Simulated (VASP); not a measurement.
# Na (Im-3m) in VASP: further runs

The runs below take Na through single point, relaxation of cell and atoms, with r2SCAN.

Everything below comes from runs of VASP 6.6.1. Logs are shortened: lines on timing, memory, paths and dates and some standing lists are left out, and cuts for length are marked.

### 1 The cell of the first run

Symmetry: Im-3m, No. 229, cubic system. Conventional cell: a = 4.227 Å, b = 4.227 Å, c = 4.227 Å, α = 90.00°, β = 90.00°, γ = 90.00°. Na (site symmetry m-3m) has 14 Na at 3.66 to 4.23 Å within 4.8 Å.

### 2 Single point, r2SCAN

Input file POSCAR:

```
Na
1.0
   -2.1133444377      2.1133444377      2.1133444377
    2.1133444377     -2.1133444377      2.1133444377
    2.1133444377      2.1133444377     -2.1133444377
Na
1
Direct
    0.0000000000      0.0000000000      0.0000000000
```

Input file INCAR.step1:

```
PREC = Accurate ; ENCUT = 520
ISMEAR = -1 ; SIGMA = 0.1
LREAL = F ; LASPH = T
NELM = 60 ; NBANDS = 10
GGA = PE ; ALGO = Normal
EDIFF = 1E-4 ; LWAVE = T
LCHARG = F
```

Input file INCAR.step2:

```
PREC = Accurate ; ENCUT = 520
EDIFF = 1E-6 ; ISMEAR = -1
SIGMA = 0.1 ; LREAL = F
LASPH = T ; NELM = 60
ALGO = Normal ; ISIF = 2
LWAVE = F ; LCHARG = F
METAGGA = R2SCAN ; LMIXTAU = T
NBANDS = 10 ; ISTART = 1
```

Input file KPOINTS:

```
Automatic mesh
0
Gamma
  10 10 10
```

Potentials or basis: VASP PAW PBE potentials, release 64 (Na_pv).

Command:

```sh
$ cat potpaw_PBE.64/Na_pv/POTCAR > POTCAR
$ cp INCAR.step1 INCAR
$ mpirun -np 1 vasp_std > vasp.out
$ cp INCAR.step2 INCAR
$ mpirun -np 1 vasp_std > vasp.out
```

OUTCAR:

```text
PREC = Accurate
   ENCUT = 520
   EDIFF = 1E-6
   ISMEAR = -1
   LREAL = F
   LASPH = T
   NELM = 60
   ISIF = 2
   METAGGA = R2SCAN
   ISTART = 1

 ion  position               nearest neighbor table
   1  0.000  0.000  0.000-

  LATTYP: Found a body centered cubic cell.
 ALAT       =     4.2266888754

  Lattice vectors:

 A1 = (  -2.1133444377,   2.1133444377,   2.1133444377)
 A2 = (   2.1133444377,  -2.1133444377,   2.1133444377)
 A3 = (   2.1133444377,   2.1133444377,  -2.1133444377)

Analysis of symmetry for initial positions (statically):
=====================================================================
 Subroutine PRICEL returns:
 Original cell was already a primitive cell.

 Routine SETGRP: Setting up the symmetry group for a
 body centered cubic supercell.

 Subroutine GETGRP returns: Found 48 space group operations
 (whereof 48 operations were pure point group operations)
 out of a pool of 48 trial point group operations.

The static configuration has the point symmetry O_h .

Analysis of symmetry for dynamics (positions and initial velocities):
=====================================================================
 Subroutine PRICEL returns:
 Original cell was already a primitive cell.

 Routine SETGRP: Setting up the symmetry group for a
 body centered cubic supercell.

 Subroutine GETGRP returns: Found 48 space group operations
 (whereof 48 operations were pure point group operations)
 out of a pool of 48 trial point group operations.

The dynamic configuration has the point symmetry O_h .

 Subroutine INISYM returns: Found 48 space group operations
 (whereof 48 operations are pure point group operations),
 and found     1 'primitive' translations

----------------------------------------------------------------------------------------

                                     Primitive cell

  volume of cell :      37.7547

  direct lattice vectors                    reciprocal lattice vectors
    -2.113344438  2.113344438  2.113344438     0.000000000  0.236591817  0.236591817
     2.113344438 -2.113344438  2.113344438     0.236591817  0.000000000  0.236591817
     2.113344438  2.113344438 -2.113344438     0.236591817  0.236591817  0.000000000

  length of vectors
     3.660419940  3.660419940  3.660419940     0.334591356  0.334591356  0.334591356

  position of ions in fractional coordinates (direct lattice)
     0.000000000  0.000000000  0.000000000

  ion indices of the primitive-cell ions
   primitive index   ion index
                 1           1

----------------------------------------------------------------------------------------

 KPOINTS: Automatic mesh

Automatic generation of k-mesh.
 Grid dimensions read from file:
 generate k-points for:   10   10   10

 Generating k-lattice:

  Cartesian coordinates                     Fractional coordinates (reciprocal lattice)
     0.000000000  0.023659182  0.023659182     0.100000000  0.000000000  0.000000000
     0.023659182  0.000000000  0.023659182     0.000000000  0.100000000  0.000000000
     0.023659182  0.023659182  0.000000000     0.000000000  0.000000000  0.100000000

  Length of vectors
     0.033459136  0.033459136  0.033459136

  Shift w.r.t. Gamma in fractional coordinates (k-lattice)
     0.000000000  0.000000000  0.000000000

 Subroutine IBZKPT returns following result:
 ===========================================

 Found     47 irreducible k-points:

 Following reciprocal coordinates:
            Coordinates               Weight
  0.000000  0.000000  0.000000      1.000000
  0.100000  0.000000  0.000000     12.000000
  0.200000  0.000000  0.000000     12.000000
  0.300000  0.000000  0.000000     12.000000
  0.400000  0.000000  0.000000     12.000000
  0.500000  0.000000  0.000000      6.000000
[... 16 lines left out ...]
  0.300000  0.300000  0.100000      8.000000
 -0.300000  0.300000  0.100000     24.000000
 [... further k-points ...]
   k-points           NKPTS =     47   k-points in BZ     NKDIM =     47   number of bands    NBANDS=     10
   number of dos      NEDOS =    301   number of ions     NIONS =      1
   total plane-waves  NPLWV =  21952
   dimension x,y,z NGX =    28 NGY =   28 NGZ =   28
   dimension x,y,z NGXF=    56 NGYF=   56 NGZF=   56
   ions per type =               1
   NGX,Y,Z   is equivalent  to a cutoff of  12.72, 12.72, 12.72 a.u.
   NGXF,Y,Z  is equivalent  to a cutoff of  25.43, 25.43, 25.43 a.u.
 SYSTEM =  unknown system
   PREC   = accura    normal or accurate (medium, high low for compatibility)
   ISTART =      1    job   : 0-new  1-cont  2-samecut
   ICHARG =      0    charge: 1-file 2-atom 10-const
   ISPIN  =      1    spin polarized calculation?
   LNONCOLLINEAR =      F non collinear calculations
   LSORBIT =      F    spin-orbit coupling
   LASPH  =      T    aspherical Exc in radial PAW
   ENCUT  =  520.0 eV  38.22 Ry    6.18 a.u.   6.81  6.81  6.81*2*pi/ulx,y,z
   NELM   =     60;   NELMIN=  2; NELMDL=  0     # of ELM steps
   EDIFF  = 0.1E-05   stopping-criterion for ELM
   LREAL  =      F    real-space projection
   EDIFFG = 0.1E-04   stopping-criterion for IOM
   NSW    =      0    number of steps for IOM
   IBRION =     -1    ionic relax: 0-MD 1-quasi-New 2-CG
   NFREE  =      0    steps in history (QN), initial steepest desc. (CG)
   ISIF   =      2    stress and relaxation
   ISYM   =      2    0-nonsym 1-usesym 2-fastsym
   POTIM  = 0.5000    time-step for ionic-motion
   TEBEG  =    0.0;   TEEND  =   0.0 temperature during run
   PSTRESS=    0.0 pullay stress
   NELECT =       7.0000    total number of electrons
   NUPDOWN=      -1.0000    fix difference up-down
   EMIN   =  10.00;   EMAX   =-10.00  energy-range for DOS
   EFERMI =   0.00;   METHOD = LEGACY
   ISMEAR =    -1;   SIGMA  =   0.10  broadening in eV -4-tet -1-fermi 0-gaus
   EFERMI_NEDOS =   21; number of points for ismear=-14 and -15
   IALGO  =     38    algorithm
   IMIX   =      4    mixing-type and parameters
     AMIX     =   0.40;   BMIX     =  1.00
     AMIX_MAG =   1.60;   BMIX_MAG =  1.00
  volume/ion in A,a.u.               =      37.75       254.78
  Fermi-wavevector in a.u.,A,eV,Ry     =   0.933506  1.764071 11.856578  0.871434
  Thomas-Fermi vector in A             =   2.060215
   LORBIT       =      0    0 simple, 1 ext, 2 COOP (PROOUT), +10 PAW based schemes
   METAGGA = R2SCAN    functional components
   LHFCALC =     F    Hartree Fock is set to
   AEXX    =    0.0000 exact exchange contribution
   IVDW    =     0    specifies the selected vdW correction
   LEPSILON=     F    determine dielectric tensor
   LRPA    =     F    only Hartree local field effects (RPA)
 non-spin polarized calculation
  energy-cutoff  :      520.00
  volume of cell :       37.75
 maximum number of plane-waves:      1048
   NGX = 13   NGY = 13   NGZ = 13

 number of electron       7.0000011 magnetization

 Free energy of the ion-electron system (eV)
  ---------------------------------------------------
  ext. energy  EPLUGINS =         0.00000000
  ---------------------------------------------------
  free energy    TOTEN  =        -3.55837854 eV

  energy without entropy =       -3.54066046  energy(sigma->0) =       -3.54951950

 E-fermi :   0.2828     XC(G=0):  -6.8677

 val. band max:        0.2676587049   @ k =  -0.3000   0.4000   0.2000
 cond. band min:       0.4380978671   @ k =  -0.4000   0.4000   0.2000
 fundamental gap:      0.1704391622
 Fermi energy:         0.2827773228

 k-point     1 :       0.0000    0.0000    0.0000
  band No.  band energies     occupation
      1     -25.7306      2.00000
      2     -25.7306      2.00000
      3     -25.7303      2.00000
      4      -3.1544      2.00000
      5      12.5957      0.00000
      6      12.5962      0.00000
      7      12.5962      0.00000
      8      13.7972      0.00000
      9      13.7972      0.00000
     10      14.4040      0.00000

 k-point     2 :       0.1000    0.0000    0.0000
  band No.  band energies     occupation
      1     -25.7337      2.00000
      2     -25.7316      2.00000
      3     -25.7306      2.00000
      4      -2.9686      2.00000
      5      10.6586      0.00000
      6      11.6487      0.00000
      7      12.1031      0.00000
      8      12.7097      0.00000
      9      13.1277      0.00000
     10      14.9968      0.00000

 k-point     3 :       0.2000    0.0000    0.0000
  band No.  band energies     occupation
      1     -25.7422      2.00000
      2     -25.7344      2.00000
      3     -25.7306      2.00000
      4      -2.4151      2.00000
      5       7.9557      0.00000
      6      10.4735      0.00000
      7      11.3258      0.00000
      8      11.6244      0.00000
      9      12.6925      0.00000
     10      15.1894      0.00000

 k-point     4 :       0.3000    0.0000    0.0000
  band No.  band energies     occupation
      1     -25.7527      2.00000
      2     -25.7379      2.00000
      3     -25.7306      2.00000
      4      -1.5054      2.00000
      5       5.4812      0.00000
      6       9.5957      0.00000
      7      10.7058      0.00000
      8      10.8417      0.00000
      9      12.0907      0.00000
     10      15.9686      0.00000
[... 222 lines left out ...]
 k-point    22 :      -0.2000    0.2000    0.1000
  band No.  band energies     occupation
      1     -25.7424      2.00000
      2     -25.7356      2.00000
      3     -25.7330      2.00000
      4      -2.2319      2.00000
      5       8.0673      0.00000
      6       9.4276      0.00000
      7      10.3285      0.00000
      8      12.2769      0.00000
      9      12.6162      0.00000
     10      14.4835      0.00000

 k-point    23 :       0.3000    0.3000    0.1000
  band No.  band energies     occupation
      1     -25.7517      2.00000
      2     -25.7515      2.00000
      3     -25.7375      2.00000
      4       2.5223      0.00000
      5       2.5224      0.00000
      6       3.7357      0.00000
      7       6.9061      0.00000
      8      16.1093      0.00000
      9      16.1094      0.00000
     10      17.1963      0.00000

 k-point    24 :      -0.3000    0.3000    0.1000
  band No.  band energies     occupation
      1     -25.7524      2.00000
      2     -25.7391      2.00000
      3     -25.7329      2.00000
      4      -1.3252      2.00000
      5       5.6301      0.00000
      6       8.6231      0.00000
      7       9.7139      0.00000
      8      11.9905      0.00000
      9      12.6832      0.00000
     10      13.8488      0.00000

 [... further k-points ...]

------------------------ aborting loop because EDIFF is reached ----------------------------------------

  FORCE on cell =-STRESS in cart. coord.  units (eV):
  Direction    XX          YY          ZZ          XY          YZ          ZX
  --------------------------------------------------------------------------------------
  -------------------------------------------------------------------------------------
  Total        0.0244830      0.0244830      0.0244830     -0.0000000     -0.0000000      0.0000000
  in kB        1.0389714      1.0389714      1.0389714     -0.0000000     -0.0000000      0.0000000
  external PRESSURE =       1.0389714 kB  Pullay stress =       0.0000000 kB

 VOLUME and BASIS-vectors are now :
 -----------------------------------------------------------------------------
  energy-cutoff  :      520.00
  volume of cell :       37.75
      direct lattice vectors                 reciprocal lattice vectors
    -2.113344438  2.113344438  2.113344438     0.000000000  0.236591817  0.236591817
     2.113344438 -2.113344438  2.113344438     0.236591817  0.000000000  0.236591817
     2.113344438  2.113344438 -2.113344438     0.236591817  0.236591817  0.000000000

 POSITION                                       TOTAL-FORCE (eV/Angst)
 -----------------------------------------------------------------------------------
      0.00000      0.00000      0.00000        -0.000000     -0.000000     -0.000000
 -----------------------------------------------------------------------------------
    total drift:                               -0.000000     -0.000000     -0.000000

  FREE ENERGIE OF THE ION-ELECTRON SYSTEM (eV)
  ---------------------------------------------------
  free  energy   TOTEN  =        -3.5583785379 eV

  energy  without entropy=       -3.5406604554  energy(sigma->0) =       -3.54951950
```

It took 80 s on 1 thread of Intel Xeon 8259CL, shared host; peak memory 0.16 GiB.

Results:

* Free energy: -3.5584 eV
* Pressure: 0.1 GPa
* Band gap on the k mesh: zero (an odd number of electrons rules out a gap without spin polarisation)

Caveat: the PAW data sets were made with another functional, which shifts forces and pressure a little.

(Part 1 of 2 ends here.)

The gap in the log of VASP goes by the Fermi energy; the results here count the filled bands.